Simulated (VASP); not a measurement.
Input of a VASP 6.6.1 run:

File INCAR:

```
SYSTEM = Hf
ALGO = Normal ; EDIFF = 1E-7
ENCUT = 520 ; GGA = PS
ISIF = 2 ; ISMEAR = 0
LASPH = .TRUE. ; LCHARG = .FALSE.
LREAL = .FALSE. ; LWAVE = .FALSE.
NBANDS = 28 ; NELM = 80
PREC = Accurate ; SIGMA = 0.1
```

The input KPOINTS:

```
k-points
0
G
  6 6 2
  0 0 0
```

The input POSCAR:

```
Hf
1.0
    5.1696394067      0.0000000000      0.0000000000
   -2.5848197034      4.4770390546      0.0000000000
    0.0000000000      0.0000000000      8.5316745913
Hf
4
Direct
    0.6666666667      0.3333333333      0.0629118566
    0.3333333333      0.6666666667      0.5629118566
    0.6666666667      0.3333333333      0.4370881434
    0.3333333333      0.6666666667      0.9370881434
```

Potentials or basis: VASP PAW PBE potentials, release 64 (Hf_pv).

Command:

```bash
$ cat potpaw_PBE.64/Hf_pv/POTCAR > POTCAR
$ mpirun -np 1 vasp_std > vasp.out
```

(1) What does it give for the largest force?

(2) What does it give for the band gap on the k mesh?

(3) Predict the pressure.

Results:

(1) 0.116 eV/Å.

(2) zero (bands 20 and 21 overlap by 0.25 eV).

(3) -8.3 GPa.

Caveat: the k points lie up to 0.37 Å⁻¹ apart; the PAW data sets were made with another functional, which shifts forces and pressure a little; spin-orbit coupling is left out, which moves the levels of the heavy elements.
